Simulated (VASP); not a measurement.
Crystal: SiNi (rocksalt type).

```
Ni Si
1.0
     0.00000    2.30249    2.30249
     2.30249    0.00000    2.30249
     2.30249    2.30249    0.00000
Ni Si
1 1
Cartesian
  0.0000 0.0000 0.0000
  2.3025 2.3025 2.3025
```

```yaml
Program: VASP 6.6.1
Task: relaxation of cell and atoms
Functional: PBE
Potentials_or_basis: VASP PAW PBE potentials, release 64 (Ni, Si)
Cutoff: 600 eV
k_mesh: 15 × 15 × 15
Occupations: fermi-dirac, width 0.1 eV
Spin: no spin polarisation
```

At the start: pressure 14.9 GPa; volume 12.21 Å³/atom.

Question: Where does the relaxation end?

Answer: Over 5 steps the energy falls by 47.8 meV/atom and the volume is 13.31 Å³/atom (+9.0 %); space group Fm-3m (No. 225, to 0.1 Å) before and after.

The path:
| step | energy change (eV) | largest force (eV/Å) | pressure (GPa) | volume (Å³) |
| --- | --- | --- | --- | --- |
| 1 | 0.0000 | 0.0000 | 14.87 | 24.41 |
| 2 | -0.0390 | 0.0000 | -8.54 | 28.64 |
| 3 | -0.0957 | 0.0000 | -0.07 | 26.66 |
| 4 | -0.0957 | 0.0000 | 0.13 | 26.62 |
| 5 | -0.0957 | 0.0000 | -0.03 | 26.62 |

Final structure:
```
CELL_PARAMETERS angstrom
0.00000 2.36980 2.36980
2.36980 0.00000 2.36980
2.36980 2.36980 0.00000
ATOMIC_POSITIONS crystal
Ni 0.00000 0.00000 0.00000
Si 0.50000 0.50000 0.50000
```
